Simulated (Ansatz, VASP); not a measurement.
# Two plane-wave programs on Zr4Mo

File INCAR:

```
SYSTEM = Zr4Mo
ALGO = Fast ; EDIFF = 1E-6
EDIFFG = -0.01 ; ENCUT = 600
GGA = PE ; IBRION = 2
ISIF = 3 ; ISMEAR = 0
LASPH = .TRUE. ; LCHARG = .FALSE.
LREAL = .FALSE. ; LWAVE = .FALSE.
NELM = 100 ; NSW = 100
PREC = Accurate ; SIGMA = 0.1
```

File KPOINTS:

```
k-points
0
G
  8 8 8
  0 0 0
```

POSCAR

```
Zr4Mo
1.0
    4.9499238398      0.0000000000      0.0000000000
    0.0000000000      4.9499238398      0.0000000000
    0.0000000000      0.0000000000      4.9499238398
Zr Mo
4 1
Direct
    0.2881644609      0.2881644609      0.2881644609
    0.7118355391      0.7118355391      0.2881644609
    0.2881644609      0.7118355391      0.7118355391
    0.7118355391      0.2881644609      0.7118355391
    0.0000000000      0.0000000000      0.0000000000
```

Input for Ansatz:

```yaml
crystal:
  lattice:
    - [4.9499238398, 0.0, 0.0]
    - [0.0, 4.9499238398, 0.0]
    - [0.0, 0.0, 4.9499238398]
  atoms:
    - { symbol: Zr, position: [0.2881644609, 0.2881644609, 0.2881644609] }
    - { symbol: Zr, position: [0.7118355391, 0.7118355391, 0.2881644609] }
    - { symbol: Zr, position: [0.2881644609, 0.7118355391, 0.7118355391] }
    - { symbol: Zr, position: [0.7118355391, 0.2881644609, 0.7118355391] }
    - { symbol: Mo, position: [0.0, 0.0, 0.0] }
basis:
  ecutwfc: 420
kpoints:
  mp_grid: { grid: [8, 8, 8] }
hamiltonian:
  xc: pbe
scf:
  occupations: { method: gaussian, width: 0.1 }
output:
  forces: true
  stress: true
  eigenvalues: true
  write_density: true
  write_potential: true
  elf: true
  volumetric_format: npy
relax:
  adjacent_minimum: "off"
  f_tol: 0.01
  max_steps: 80
  cell: { stress_tol: 0.05 }
```

Change from the starting cell: species swapped into the SnI4 type (P-43m, No. 215).

Alike in both runs: task relaxation of cell and atoms; functional PBE; k mesh 8 × 8 × 8; occupations gaussian, width 0.1 eV; no spin polarisation.

```csv
,VASP,Ansatz
version,VASP 6.6.1,Ansatz 0.2.0
potentials or method,"VASP PAW PBE potentials, release 64 (Zr_sv, Mo_sv), cutoff 600 eV","scalar-relativistic, plane waves, PAW"
valence electrons in the cell,62,62
```

Ansatz gave:

```
gap on the k mesh at the Fermi level, each at its own relaxed structure (eV) : none
relaxed volume (Å³/atom)                                                     : 24.23
relaxed cell length with the largest relative difference (Å)                 : 4.948
```

Question: Estimate VASP's values.

Answer: gap on the k mesh at the Fermi level, each at its own relaxed structure (eV): none; relaxed volume (Å³/atom): 24.28; relaxed cell length with the largest relative difference (Å): 4.951.

A gap of «none» marks a metal or a gap that the smearing closes.
